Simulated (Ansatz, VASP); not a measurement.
## SnO: VASP beside Ansatz

The input INCAR:

```
SYSTEM = SnO
  PREC = Accurate
  ENCUT = 520
  EDIFF = 1E-6
  ISMEAR = 0
  SIGMA = 0.15
  LREAL = .FALSE.
  LASPH = .TRUE.
  NELM = 60
  ALGO = Normal
  ISIF = 2
  LWAVE = .FALSE.
  LCHARG = .FALSE.
  GGA = PS
  NBANDS = 28
```

KPOINTS

```
regular mesh
0
G
  12 12 10
  0 0 0
```

POSCAR

```
SnO
1.0
    3.9195382016      0.0000000000      0.0000000000
    0.0000000000      3.9195382016      0.0000000000
    0.0000000000      0.0000000000      4.6818874038
Sn O
2 2
Direct
    0.0000000000      0.5000000000      0.2423986461
    0.5000000000      0.0000000000      0.7576013539
    0.0000000000      0.0000000000      0.0000000000
    0.5000000000      0.5000000000      0.0000000000
```

Input for Ansatz:

```yaml
crystal:
  lattice:
    - [3.9195382016, 0.0, 0.0]
    - [0.0, 3.9195382016, 0.0]
    - [0.0, 0.0, 4.6818874038]
  atoms:
    - { symbol: Sn, position: [0.0, 0.5, 0.2423986461] }
    - { symbol: Sn, position: [0.5, 0.0, 0.7576013539] }
    - { symbol: O, position: [0.0, 0.0, 0.0] }
    - { symbol: O, position: [0.5, 0.5, 0.0] }
basis:
  ecutwfc: 420
kpoints:
  mp_grid: { grid: [12, 12, 10] }
hamiltonian:
  xc: pbesol
scf:
  occupations: { method: gaussian, width: 0.15 }
output:
  forces: true
  stress: true
  eigenvalues: true
```

Change from the starting cell: strain +0.030 along x and y, -0.015 along z, atoms carried along.

Alike in both runs: task single point; functional PBEsol; k mesh 12 × 12 × 10; occupations gaussian, width 0.15 eV; no spin polarisation.

|  | VASP | Ansatz |
| --- | --- | --- |
| version | VASP 6.6.1 | Ansatz 0.2.0 |
| potentials or method | VASP PAW PBE potentials, release 64 (Sn_d, O), cutoff 520 eV | scalar-relativistic, plane waves, PAW |
| valence electrons in the cell | 40 | 40 |

```csv
,VASP,Ansatz,Ansatz less VASP
gap on the k mesh at the Fermi level (eV),0.27,0.26,-0.008
least direct gap on the mesh (eV),1.78,1.79,+0.011
pressure (GPa),-4.3,-4.4,-0.18
"traceless stress, the component that is largest in VASP (GPa)",2.63,2.64,+0.004
rms of the force components (eV/Å),0.119,0.149,+0.0303
```

VASP's potentials were made for PBE, not for PBEsol. Atom by atom the forces differ by 0.030 eV/Å (rms over components).
